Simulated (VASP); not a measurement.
Write the native input for VASP 6.6.1 that does the following.

```
Task                   : relaxation of cell and atoms
Functional             : r2SCAN
Potentials or basis    : VASP PAW PBE potentials, release 64 (In_d, Sb)
Cutoff                 : 600 eV
k mesh                 : 14 × 14 × 14
Occupations            : gaussian, width 0.1 eV
Spin                   : no spin polarisation
Dipole correction      : no
Further INCAR settings : ALGO = Normal; EDIFF = 1e-06; IBRION = 2; EDIFFG = -0.002; NSW = 100; ISIF = 3
```

InSb:

```
In Sb
1.0
     0.00000    3.31661    3.31661
     3.31661    0.00000    3.31661
     3.31661    3.31661    0.00000
In Sb
1 1
Direct
  0.00000 0.00000 0.00000
  0.75000 0.75000 0.75000
```

One way to write it, as run:

POSCAR

```
InSb
1.0
    0.0000000000      3.3166107100      3.3166107100
    3.3166107100      0.0000000000      3.3166107100
    3.3166107100      3.3166107100      0.0000000000
In Sb
1 1
Direct
    0.0000000000      0.0000000000      0.0000000000
    0.7500000000      0.7500000000      0.7500000000
```

INCAR.step1

```
SYSTEM = InSb
ALGO = Normal
EDIFF = 1E-4
ENCUT = 600
GGA = PE
ISMEAR = 0
LASPH = .TRUE.
LCHARG = .FALSE.
LREAL = .FALSE.
LWAVE = .TRUE.
NELM = 100
PREC = Accurate
SIGMA = 0.1
```

INCAR.step2

```
SYSTEM = InSb
ALGO = Normal
EDIFF = 1E-6
EDIFFG = -0.002
ENCUT = 600
IBRION = 2
ISIF = 3
ISMEAR = 0
ISTART = 1
LASPH = .TRUE.
LCHARG = .FALSE.
LMIXTAU = .TRUE.
LREAL = .FALSE.
LWAVE = .FALSE.
METAGGA = R2SCAN
NELM = 100
NSW = 100
PREC = Accurate
SIGMA = 0.1
```

KPOINTS

```
k-points
0
G
  14 14 14
  0 0 0
```

Potentials or basis: VASP PAW PBE potentials, release 64 (In_d, Sb).

Run with:

```bash
$ cat potpaw_PBE.64/In_d/POTCAR potpaw_PBE.64/Sb/POTCAR > POTCAR
$ cp INCAR.step1 INCAR
$ mpirun -np 1 vasp_std > vasp.out
$ cp INCAR.step2 INCAR
$ mpirun -np 1 vasp_std > vasp.out
```

It gave:

* Relaxed volume: 35.24 Å³/atom
* Relaxed cell: a = 4.637 Å, b = 4.637 Å, c = 4.637 Å, α = 60.00°, β = 60.00°, γ = 60.00°
* Space group after relaxing (to 0.1 Å): F-43m (No. 216)
* Energy gained by relaxing: 5.5 meV/atom
* Ionic steps: 3
* Pressure after relaxing: 0.0 GPa

Caveat: the PAW data sets were made with another functional, which shifts forces and pressure a little.

Wall time 8.4 min on 1 thread of Intel(R) Xeon(R) 6975P-C (Granite Rapids), on a shared host, peak memory 0.36 GiB.
